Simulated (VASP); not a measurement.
Here is a VASP 6.6.1 calculation.

The input INCAR:

```
SYSTEM = HfO2
  PREC = Accurate
  ENCUT = 520
  EDIFF = 1E-6
  ISMEAR = 0
  SIGMA = 0.05
  LREAL = .FALSE.
  LASPH = .TRUE.
  NELM = 60
  ALGO = Normal
  ISIF = 2
  LWAVE = .FALSE.
  LCHARG = .TRUE.
  LELF = .TRUE.
  LVHAR = .TRUE.
  NBANDS = 56
```

Contents of KPOINTS:

```
regular mesh
0
G
  4 8 4
  0 0 0
```

The input POSCAR:

```
HfO2
1.0
    5.0109085752      0.3234343684     -0.4629252018
    0.1919493428      3.3761722925     -0.0561242394
   -0.5398212602     -0.1102780722      6.7135261788
Hf O
4 8
Direct
    0.7549415614      0.2507490054      0.1129640348
    0.2435834421      0.7541132609      0.8900875236
    0.2525104762      0.2478999621      0.3849925617
    0.7465326190      0.7511645803      0.6149243703
    0.9733834510      0.7510126988      0.3370589225
    0.0267429545      0.2480311246      0.6614010984
    0.4766289592      0.7501115267      0.1612415696
    0.5275814009      0.2470506643      0.8391405260
    0.8576965546      0.7537183630      0.9280423539
    0.1413221174      0.2454130833      0.0723724367
    0.3585721558      0.7502536142      0.5723641824
    0.6405043078      0.2504821164      0.4254104200
```

Potentials or basis: VASP PAW LDA potentials, release 64 (Hf_pv, O).

Run with:

```sh
$ cat potpaw_LDA.64/Hf_pv/POTCAR potpaw_LDA.64/O/POTCAR > POTCAR
$ mpirun -np 1 vasp_std > vasp.out
```

What does it give for the largest force?

2.017 eV/Å.

What does it give for the band gap on the k mesh?

2.74 eV, indirect (least direct gap 2.94 eV).

Stress tensor (GPa, compression positive):
```
 46.69 -20.17  30.44
-20.17   1.23   1.88
 30.44   1.88  -5.82
```

Caveat: spin-orbit coupling is left out, which moves the levels of the heavy elements; forces of over 1 eV/Å act on the atoms, so gaps and moduli don't describe the material at rest. LDA gaps usually lie below the measured ones, often by a third to a half.
